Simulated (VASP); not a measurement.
Write the native input for VASP 6.6.1 that does the following.

```
Task                   : single point
Functional             : PBE
Potentials or basis    : VASP PAW PBE potentials, release 64 (In_d, P)
Cutoff                 : 520 eV
k mesh                 : 10 × 10 × 10
Occupations            : gaussian, width 0.05 eV
Spin                   : no spin polarisation
Dipole correction      : no
Further INCAR settings : ALGO = Normal; EDIFF = 1e-06; NBANDS = 16
```

The structure of InP lies in POSCAR:

```
InP
1.0
    0.0000000000      2.8906331776      2.9353336906
    2.8906331776      0.0000000000      2.9353336906
    2.8906331776      2.8906331776      0.0000000000
In P
1 1
Direct
    0.0000000000      0.0000000000      0.0000000000
    0.7500000000      0.7500000000      0.7500000000
```

This cell differs from its parent crystal: strain -0.030 along x and y, -0.015 along z.

These files were run (other wordings do the same):

INCAR

```
  PREC = Accurate
  ENCUT = 520
  EDIFF = 1E-6
  ISMEAR = 0
  SIGMA = 0.05
  LREAL = F
  LASPH = T
  NELM = 80
  ALGO = Normal
  ISIF = 2
  LWAVE = F
  LCHARG = F
  GGA = PE
  NBANDS = 16
```

KPOINTS

```
Automatic mesh
0
Gamma
  10 10 10
```

Potentials or basis: VASP PAW PBE potentials, release 64 (In_d, P).

Run with:

```bash
$ cat potpaw_PBE.64/In_d/POTCAR potpaw_PBE.64/P/POTCAR > POTCAR
$ mpirun -np 1 vasp_std > vasp.out
```

Results of the run:

* Pressure: 5.3 GPa
* Band gap on the k mesh: 0.83 eV, direct

Caveat: the cell differs from its parent crystal (strain -0.030 along x and y, -0.015 along z); spin-orbit coupling is left out, which moves the levels of the heavy elements.

Run time: 2.2 min on 1 thread of AMD EPYC 7R13, on a shared host, peak memory 0.2 GiB.
